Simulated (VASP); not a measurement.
# SiC4 (Im-3m) in VASP: a series of runs

Runs on SiC4. Level: PBE. Tasks: single point, relaxation of cell and atoms.

Program: VASP 6.6.1. These are calculated values, not measurements. Logs are shortened: lines on timing, memory, paths and dates and some standing lists are left out, and cuts for length are marked.

## 1. The cell of the first run

Symmetry: Im-3m, No. 229, cubic system. Conventional cell: a = 4.387 Å, b = 4.387 Å, c = 4.387 Å, α = 90.00°, β = 90.00°, γ = 90.00°. Si (site symmetry m-3m) has 8 C at 1.90 Å within 2.5 Å. Within 2.5 Å of C (site symmetry -3m) lie 2 Si at 1.90 Å and 6 C at 2.19 Å.

## 2. Single point, PBE

INCAR reads:

```
SYSTEM = SiC4
PREC = Accurate
ENCUT = 520
EDIFF = 1E-7
ISMEAR = 0
SIGMA = 0.1
LREAL = .FALSE.
LASPH = .TRUE.
NELM = 80
ALGO = Normal
ISIF = 2
LWAVE = .FALSE.
LCHARG = .TRUE.
GGA = PE
LELF = .TRUE.
LVHAR = .TRUE.
NBANDS = 18
```

KPOINTS reads:

```
regular mesh
0
G
  6 6 6
  0 0 0
```

POSCAR reads:

```
SiC4
1.0
   -2.1933029799      2.1933029799      2.1933029799
    2.1933029799     -2.1933029799      2.1933029799
    2.1933029799      2.1933029799     -2.1933029799
Si C
1 4
Direct
    0.0000000000      0.0000000000      0.0000000000
    0.0000000000      0.0000000000      0.5000000000
    0.5000000000      0.0000000000      0.0000000000
    0.0000000000      0.5000000000      0.0000000000
    0.5000000000      0.5000000000      0.5000000000
```

Potentials or basis: VASP PAW PBE potentials, release 64 (Si, C).

Run with:

```bash
cat potpaw_PBE.64/Si/POTCAR potpaw_PBE.64/C/POTCAR > POTCAR
mpirun -np 1 vasp_std > vasp.out
```

OUTCAR:

```text
SYSTEM = SiC4
   PREC = Accurate
   ENCUT = 520
   EDIFF = 1E-7
   ISMEAR = 0
   LREAL = .FALSE.
   LASPH = .TRUE.
   NELM = 80
   ISIF = 2
   GGA = PE

 ion  position               nearest neighbor table
   1  0.000  0.000  0.000-   2 1.90   3 1.90   4 1.90   5 1.90   2 1.90   4 1.90   3 1.90   5 1.90

   2  0.000  0.000  0.500-   1 1.90   1 1.90
   3  0.500  0.000  0.000-   1 1.90   1 1.90
   4  0.000  0.500  0.000-   1 1.90   1 1.90
   5  0.500  0.500  0.500-   1 1.90   1 1.90

  LATTYP: Found a body centered cubic cell.
 ALAT       =     4.3866059598

  Lattice vectors:

 A1 = (  -2.1933029799,   2.1933029799,   2.1933029799)
 A2 = (   2.1933029799,  -2.1933029799,   2.1933029799)
 A3 = (   2.1933029799,   2.1933029799,  -2.1933029799)

Analysis of symmetry for initial positions (statically):
=====================================================================
 Subroutine PRICEL returns:
 Original cell was already a primitive cell.

 Routine SETGRP: Setting up the symmetry group for a
 body centered cubic supercell.

 Subroutine GETGRP returns: Found 48 space group operations
 (whereof 48 operations were pure point group operations)
 out of a pool of 48 trial point group operations.

The static configuration has the point symmetry O_h .

Analysis of symmetry for dynamics (positions and initial velocities):
=====================================================================
 Subroutine PRICEL returns:
 Original cell was already a primitive cell.

 Routine SETGRP: Setting up the symmetry group for a
 body centered cubic supercell.

 Subroutine GETGRP returns: Found 48 space group operations
 (whereof 48 operations were pure point group operations)
 out of a pool of 48 trial point group operations.

The dynamic configuration has the point symmetry O_h .

 Subroutine INISYM returns: Found 48 space group operations
 (whereof 48 operations are pure point group operations),
 and found     1 'primitive' translations

----------------------------------------------------------------------------------------

                                     Primitive cell

  volume of cell :      42.2042

  direct lattice vectors                    reciprocal lattice vectors
    -2.193302980  2.193302980  2.193302980     0.000000000  0.227966681  0.227966681
     2.193302980 -2.193302980  2.193302980     0.227966681  0.000000000  0.227966681
     2.193302980  2.193302980 -2.193302980     0.227966681  0.227966681  0.000000000

  length of vectors
     3.798912198  3.798912198  3.798912198     0.322393572  0.322393572  0.322393572

  position of ions in fractional coordinates (direct lattice)
     0.000000000  0.000000000  0.000000000
     0.000000000  0.000000000  0.500000000
     0.500000000  0.000000000  0.000000000
     0.000000000  0.500000000  0.000000000
     0.500000000  0.500000000  0.500000000

  ion indices of the primitive-cell ions
   primitive index   ion index
                 1           1
                 2           2
                 3           3
                 4           4
                 5           5

----------------------------------------------------------------------------------------

 KPOINTS: regular mesh

Automatic generation of k-mesh.
 Grid dimensions read from file:
 generate k-points for:    6    6    6

 Generating k-lattice:

  Cartesian coordinates                     Fractional coordinates (reciprocal lattice)
     0.000000000  0.037994447  0.037994447     0.166666667  0.000000000  0.000000000
     0.037994447  0.000000000  0.037994447     0.000000000  0.166666667  0.000000000
     0.037994447  0.037994447  0.000000000     0.000000000  0.000000000  0.166666667

  Length of vectors
     0.053732262  0.053732262  0.053732262

  Shift w.r.t. Gamma in fractional coordinates (k-lattice)
     0.000000000  0.000000000  0.000000000

 Subroutine IBZKPT returns following result:
 ===========================================

 Found     16 irreducible k-points:

 Following reciprocal coordinates:
            Coordinates               Weight
  0.000000  0.000000  0.000000      1.000000
  0.166667  0.000000  0.000000     12.000000
  0.333333  0.000000  0.000000     12.000000
  0.500000  0.000000  0.000000      6.000000
  0.166667  0.166667  0.000000     24.000000
  0.333333  0.166667 -0.000000     48.000000
[... 8 lines left out ...]
  0.500000  0.500000  0.333333     12.000000
  0.500000  0.500000  0.500000      1.000000
   k-points           NKPTS =     16   k-points in BZ     NKDIM =     16   number of bands    NBANDS=     18
   number of dos      NEDOS =    301   number of ions     NIONS =      5
   total plane-waves  NPLWV =  21952
   dimension x,y,z NGX =    28 NGY =   28 NGZ =   28
   dimension x,y,z NGXF=    56 NGYF=   56 NGZF=   56
   ions per type =               1   4
   NGX,Y,Z   is equivalent  to a cutoff of  12.25, 12.25, 12.25 a.u.
   NGXF,Y,Z  is equivalent  to a cutoff of  24.51, 24.51, 24.51 a.u.
 SYSTEM =  SiC4
   PREC   = accura    normal or accurate (medium, high low for compatibility)
   ISTART =      0    job   : 0-new  1-cont  2-samecut
   ICHARG =      2    charge: 1-file 2-atom 10-const
   ISPIN  =      1    spin polarized calculation?
   LNONCOLLINEAR =      F non collinear calculations
   LSORBIT =      F    spin-orbit coupling
   LASPH  =      T    aspherical Exc in radial PAW
   ENCUT  =  520.0 eV  38.22 Ry    6.18 a.u.   7.06  7.06  7.06*2*pi/ulx,y,z
   NELM   =     80;   NELMIN=  2; NELMDL= -5     # of ELM steps
   EDIFF  = 0.1E-06   stopping-criterion for ELM
   LREAL  =      F    real-space projection
   EDIFFG = 0.1E-05   stopping-criterion for IOM
   NSW    =      0    number of steps for IOM
   IBRION =     -1    ionic relax: 0-MD 1-quasi-New 2-CG
   NFREE  =      0    steps in history (QN), initial steepest desc. (CG)
   ISIF   =      2    stress and relaxation
   ISYM   =      2    0-nonsym 1-usesym 2-fastsym
   POTIM  = 0.5000    time-step for ionic-motion
   TEBEG  =    0.0;   TEEND  =   0.0 temperature during run
   PSTRESS=    0.0 pullay stress
   NELECT =      20.0000    total number of electrons
   NUPDOWN=      -1.0000    fix difference up-down
   EMIN   =  10.00;   EMAX   =-10.00  energy-range for DOS
   EFERMI =   0.00;   METHOD = LEGACY
   ISMEAR =     0;   SIGMA  =   0.10  broadening in eV -4-tet -1-fermi 0-gaus
   EFERMI_NEDOS =   21; number of points for ismear=-14 and -15
   IALGO  =     38    algorithm
   IMIX   =      4    mixing-type and parameters
     AMIX     =   0.40;   BMIX     =  1.00
     AMIX_MAG =   1.60;   BMIX_MAG =  1.00
  volume/ion in A,a.u.               =       8.44        56.96
  Fermi-wavevector in a.u.,A,eV,Ry     =   1.276339  2.411932 22.164468  1.629042
  Thomas-Fermi vector in A             =   2.409001
   LORBIT       =      0    0 simple, 1 ext, 2 COOP (PROOUT), +10 PAW based schemes
   GGA     = PE    functional components
   LHFCALC =     F    Hartree Fock is set to
   AEXX    =    0.0000 exact exchange contribution
   IVDW    =     0    specifies the selected vdW correction
   LEPSILON=     F    determine dielectric tensor
   LRPA    =     F    only Hartree local field effects (RPA)
 non-spin polarized calculation
 Gauss-broadening in eV      SIGMA  =   0.10
  energy-cutoff  :      520.00
  volume of cell :       42.20
 maximum number of plane-waves:      1157
   NGX = 15   NGY = 15   NGZ = 15

 number of electron      19.9999999 magnetization

 Free energy of the ion-electron system (eV)
  ---------------------------------------------------
  ext. energy  EPLUGINS =         0.00000000
  ---------------------------------------------------
  free energy    TOTEN  =       -28.67799759 eV

  energy without entropy =      -28.66976758  energy(sigma->0) =      -28.67388259

 E-fermi :   8.1853     XC(G=0): -11.9433

 val. band max:        8.0829279437   @ k =   0.3333   0.0000   0.0000
 cond. band min:       8.2406850735   @ k =   0.1667   0.1667   0.0000
 fundamental gap:      0.1577571299
 Fermi energy:         8.1853020772

 k-point     1 :       0.0000    0.0000    0.0000
  band No.  band energies     occupation
      1     -10.0549      2.00000
      2       0.1964      2.00000
      3       0.1964      2.00000
      4       0.1964      2.00000
      5       0.2772      2.00000
      6       0.2772      2.00000
[... 10 lines left out ...]
     17      13.6335      0.00000
     18      15.2947      0.00000

 k-point     2 :       0.1667    0.0000    0.0000
  band No.  band energies     occupation
      1      -9.7151      2.00000
      2      -2.0509      2.00000
      3      -1.3044      2.00000
      4      -0.2643      2.00000
      5       0.2646      2.00000
      6       1.2666      2.00000
[... 10 lines left out ...]
     17      14.7074      0.00000
     18      14.9689      0.00000

 k-point     3 :       0.3333    0.0000    0.0000
  band No.  band energies     occupation
      1      -8.7295      2.00000
      2      -4.5534      2.00000
      3      -2.2446      2.00000
      4      -0.9811      2.00000
      5       0.3601      2.00000
      6       1.1729      2.00000
[... 10 lines left out ...]
     17      14.1826      0.00000
     18      17.2751      0.00000

 k-point     4 :       0.5000    0.0000    0.0000
  band No.  band energies     occupation
      1      -7.6241      2.00000
      2      -6.2093      2.00000
      3      -2.5604      2.00000
      4      -1.2544      2.00000
      5       0.3849      2.00000
      6       1.0326      2.00000
[... 207 lines left out ...]
      4      -2.9338      2.00000
      5       0.9534      2.00000
      6       2.4896      2.00000
[... 10 lines left out ...]
     17      14.2715      0.00000
     18      18.2901      0.00000

 k-point    15 :       0.5000    0.5000    0.3333
  band No.  band energies     occupation
      1      -6.3373      2.00000
      2      -5.2706      2.00000
      3      -4.4938      2.00000
      4      -3.0283      2.00000
      5       0.9316      2.00000
      6       1.3956      2.00000
[... 10 lines left out ...]
     17      15.8780      0.00000
     18      16.2742      0.00000

 k-point    16 :       0.5000    0.5000    0.5000
  band No.  band energies     occupation
      1      -4.8747      2.00000
      2      -4.8061      2.00000
      3      -4.8061      2.00000
      4      -4.8061      2.00000
      5       0.2886      2.00000
      6       0.2886      2.00000
[... 10 lines left out ...]
     17      16.0023      0.00000
     18      16.0023      0.00000

------------------------ aborting loop because EDIFF is reached ----------------------------------------

  FORCE on cell =-STRESS in cart. coord.  units (eV):
  Direction    XX          YY          ZZ          XY          YZ          ZX
  --------------------------------------------------------------------------------------
  -------------------------------------------------------------------------------------
  Total       -0.1526249     -0.1526249     -0.1526249     -0.0000000      0.0000000     -0.0000000
  in kB       -5.7940207     -5.7940207     -5.7940207     -0.0000000      0.0000000     -0.0000000
  external PRESSURE =      -5.7940207 kB  Pullay stress =       0.0000000 kB

 VOLUME and BASIS-vectors are now :
 -----------------------------------------------------------------------------
  energy-cutoff  :      520.00
  volume of cell :       42.20
      direct lattice vectors                 reciprocal lattice vectors
    -2.193302980  2.193302980  2.193302980     0.000000000  0.227966681  0.227966681
     2.193302980 -2.193302980  2.193302980     0.227966681  0.000000000  0.227966681
     2.193302980  2.193302980 -2.193302980     0.227966681  0.227966681  0.000000000

 POSITION                                       TOTAL-FORCE (eV/Angst)
 -----------------------------------------------------------------------------------
      0.00000      0.00000      0.00000         0.000000     -0.000000      0.000000
      1.09665      1.09665     -1.09665        -0.000000     -0.000000     -0.000000
     -1.09665      1.09665      1.09665        -0.000000      0.000000     -0.000000
      1.09665     -1.09665      1.09665         0.000000      0.000000      0.000000
      1.09665      1.09665      1.09665        -0.000000     -0.000000     -0.000000
 -----------------------------------------------------------------------------------
    total drift:                               -0.000000     -0.000000      0.000000

  FREE ENERGIE OF THE ION-ELECTRON SYSTEM (eV)
  ---------------------------------------------------
  free  energy   TOTEN  =       -28.6779975903 eV

  energy  without entropy=      -28.6697675821  energy(sigma->0) =      -28.67388259
```

Run time: 9.6 s. Hardware: 1 thread of Intel Xeon 6975P-C (Granite Rapids), shared host; peak memory 0.15 GiB.

Results:

```yaml
Free_energy: -28.6780 eV
Pressure: -0.6 GPa
Band_gap_on_the_k_mesh: zero (band 10 reaches 8.67 eV, above the bottom of band 11 at 7.97 eV)
```

## 3. Relaxation of cell and atoms, PBE

This run uses another cell than the first one, of 13.40 Å³/atom, 1.587 times its volume.

INCAR reads:

```
SYSTEM = SiC4
PREC = Accurate
ENCUT = 600
EDIFF = 1E-6
ISMEAR = 0
SIGMA = 0.1
LREAL = .FALSE.
LASPH = .TRUE.
NELM = 80
ALGO = Normal
ISIF = 3
LWAVE = .FALSE.
LCHARG = .FALSE.
GGA = PE
IBRION = 2
NSW = 90
EDIFFG = -0.04
```

KPOINTS reads:

```
Automatic mesh
0
G
  6 6 6
  0 0 0
```

Changes to POSCAR since step 2:

```diff
@@ -2,5 +2,5 @@
 1.0
-   -2.1933029799      2.1933029799      2.1933029799
-    2.1933029799     -2.1933029799      2.1933029799
-    2.1933029799      2.1933029799     -2.1933029799
+   -2.5585449500      2.5585449500      2.5585449500
+    2.5585449500     -2.5585449500      2.5585449500
+    2.5585449500      2.5585449500     -2.5585449500
 Si C
```

Potentials or basis: VASP PAW PBE potentials, release 64 (Si, C).

Run with:

```bash
cat potpaw_PBE.64/Si/POTCAR potpaw_PBE.64/C/POTCAR > POTCAR
mpirun -np 1 vasp_std > vasp.out
```

It took 31 s on 1 thread of Intel Xeon 6975P-C (Granite Rapids), shared host; peak memory 0.21 GiB.

Results (log left out):

- Free energy: -28.7072 eV
- Relaxed volume: 8.39 Å³/atom
- Relaxed cell: a = 3.791 Å, b = 3.791 Å, c = 3.791 Å, α = 109.47°, β = 109.47°, γ = 109.47°
- Space group after relaxing (to 0.05 Å): Im-3m (No. 229)
- Energy gained by relaxing: 747.4 meV/atom
- Ionic steps: 4
- Pressure after relaxing: 0.4 GPa
- Band gap on the k mesh: zero (band 10 reaches 8.77 eV, above the bottom of band 11 at 8.03 eV)

The path:
```csv
step,energy change (eV),largest force (eV/Å),pressure (GPa),volume (Å³)
1,0.0000,0.0000,-32.08,66.99
2,-3.6867,0.0000,-7.02,44.20
3,-3.7335,0.0000,-2.08,42.59
4,-3.7371,0.0000,0.37,41.95
```

Final structure:
```
Si C
1.0
    -2.18890    2.18890    2.18890
     2.18890   -2.18890    2.18890
     2.18890    2.18890   -2.18890
Si C
1 4
Direct
  0.00000 0.00000 0.00000
  0.00000 0.00000 0.50000
  0.50000 0.00000 0.00000
  0.00000 0.50000 0.00000
  0.50000 0.50000 0.50000
```

Levels at points of the mesh, in eV from the Fermi level:
| k point | band 6 | band 7 | band 8 | band 9 | band 10 | band 11 | band 12 | band 13 | band 14 |
| --- | --- | --- | --- | --- | --- | --- | --- | --- | --- |
| (0.00, 0.00, 0.00) | -7.91 | -7.91 | -4.23 | -4.23 | -4.23 | 1.26 | 3.40 | 3.40 | 3.40 |
| (0.50, 0.00, 0.00) | -7.19 | -2.73 | -1.91 | -1.74 | -1.48 | -0.17 | 0.94 | 1.18 | 2.94 |
| (0.50, 0.50, 0.50) | -7.95 | -3.32 | -3.32 | -3.32 | -2.65 | 4.31 | 4.31 | 4.31 | 5.81 |

Caveat: the volume moved by over 15 % at a fixed basis, so the end points are rough.
